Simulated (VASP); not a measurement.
Wanted: the native input for a VASP 6.6.1 run.

| Item | Value |
| --- | --- |
| Task | electric field gradients |
| Functional | PBE |
| Potentials or basis | VASP PAW PBE potentials, release 64 (Ti_sv, N) |
| Cutoff | 520 eV |
| k mesh | 13 × 13 × 13 |
| Occupations | fermi-dirac, width 0.05 eV |
| Spin | no spin polarisation |
| Dipole correction | no |
| Further INCAR settings | ALGO = Normal; EDIFF = 1e-08; NBANDS = 16 |

The structure of TiN lies in POSCAR:

```
TiN
1.0
    0.0000000000      2.0933208087      2.0933208087
    2.0933208087      0.0000000000      2.0933208087
    2.0933208087      2.0933208087      0.0000000000
Ti N
1 1
Direct
    0.0000000000      0.0000000000      0.0000000000
    0.5000000000      0.5000000000      0.5000000000
```

This cell differs from its parent crystal: volume scaled by 0.96.

The input as run:

INCAR

```
SYSTEM = TiN
PREC = Accurate ; ENCUT = 520
EDIFF = 1E-8 ; ISMEAR = -1
SIGMA = 0.05 ; LREAL = .FALSE.
LASPH = .TRUE. ; NELM = 60
ALGO = Normal ; ISIF = 2
LWAVE = .FALSE. ; LCHARG = .FALSE.
GGA = PE ; LEFG = .TRUE.
NBANDS = 16
```

KPOINTS

```
Automatic mesh
0
G
  13 13 13
  0 0 0
```

Potentials or basis: VASP PAW PBE potentials, release 64 (Ti_sv, N).

Launch:

```bash
$ cat potpaw_PBE.64/Ti_sv/POTCAR potpaw_PBE.64/N/POTCAR > POTCAR
$ mpirun -np 1 vasp_std > vasp.out
```

Results of the run:

```
Pressure : 13.5 GPa
```

Caveat: without QUAD_EFG the Cq values of the log hold for a quadrupole moment of 1 mb, not for the nuclei.

Run time: 40 s on 1 thread of Intel Xeon 8259CL, on a shared host, peak memory 0.15 GiB.
